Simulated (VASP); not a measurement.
Wanted: the native input for a VASP 6.6.1 run.

| Item | Value |
| --- | --- |
| Task | single point |
| Functional | PBE |
| Potentials or basis | VASP PAW PBE potentials, release 64 (Ca_sv) |
| Cutoff | 520 eV |
| k mesh | 13 × 13 × 13 |
| Occupations | fermi-dirac, width 0.08 eV |
| Spin | no spin polarisation |
| Dipole correction | no |
| Further INCAR settings | ALGO = Normal; EDIFF = 1e-06; NBANDS = 11 |

The structure of Ca lies in POSCAR:

```
Ca
1.0
   -2.0169423441      2.0169423441      2.0169423441
    2.0169423441     -2.0169423441      2.0169423441
    2.0169423441      2.0169423441     -2.0169423441
Ca
1
Direct
    0.0000000000      0.0000000000      0.0000000000
```

This isn't the form of Ca at room conditions, which is fcc.

One way to write it, as run:

INCAR

```
  PREC = Accurate
  ENCUT = 520
  EDIFF = 1E-6
  ISMEAR = -1
  SIGMA = 0.08
  LREAL = False
  LASPH = True
  NELM = 100
  ALGO = Normal
  ISIF = 2
  LWAVE = False
  LCHARG = True
  GGA = PE
  LELF = True
  LVHAR = True
  NBANDS = 11
```

KPOINTS

```
Automatic mesh
0
Gamma
  13 13 13
```

Potentials or basis: VASP PAW PBE potentials, release 64 (Ca_sv).

Run with:

```console
$ cat potpaw_PBE.64/Ca_sv/POTCAR > POTCAR
$ mpirun -np 1 vasp_std > vasp.out
```

Results of the run:

```yaml
Pressure: 6.1 GPa
Band_gap_on_the_k_mesh: zero (bands 5 and 6 overlap by 0.55 eV)
```

Caveat: the cell stands under pressure.

Wall time 14 s on 1 thread of Intel(R) Xeon(R) 6975P-C (Granite Rapids), with other jobs on the host, peak memory 0.17 GiB.
